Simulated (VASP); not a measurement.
Runs of VASP 6.6.1 on Bi. The structure is that of space group R-3m (No. 166), or close to it. The cells are those of the table. 

| task | cell | gap on the mesh (eV) | pressure (GPa) | largest force (eV/Å) |
| --- | --- | --- | --- | --- |
| single point | a = 4.647 Å, angles 58.6°, 2 atoms | none | -0.5 | 0.24 |
| single point | a = 4.713 Å, angles 57.7°, 2 atoms | none | -1.4 | 0.12 |
| electric field gradients | a = 4.812 Å, angles 56.4°, 2 atoms | none | -2.5 | 0.06 |
| electric field gradients | a = 4.649 Å, angles 57.2°, 2 atoms | none | (a) | 0.36 |
| electric field gradients | a = 4.682 Å, angles 57.2°, 2 atoms | none | 0.2 | 0.25 |
| single point | a = 4.812 Å, angles 56.4°, 2 atoms | none | -2.5 | 0.06 |
| electric field gradients | a = 4.674, b = 4.775, c = 4.790 Å, angles 57.3, 56.9, 57.5°, 2 atoms | none | (b) | 0.14 |

Alike in all rows: level LDA; potentials or basis VASP PAW LDA potentials, release 64 (Bi_d); no spin polarisation; k mesh 11 × 11 × 11; cutoff (eV) 520; smearing fermi-dirac 0.03 eV.

**Question.** Estimate the missing entries.

**Answer.** (a) 1.4; (b) -1.7.

Caveats: spin-orbit coupling is left out, which moves the levels of the heavy elements.

A k mesh can miss the band edges, and the runs leave out spin-orbit coupling on Bi.

A gap of «none» marks levels without a gap at the run's occupations.
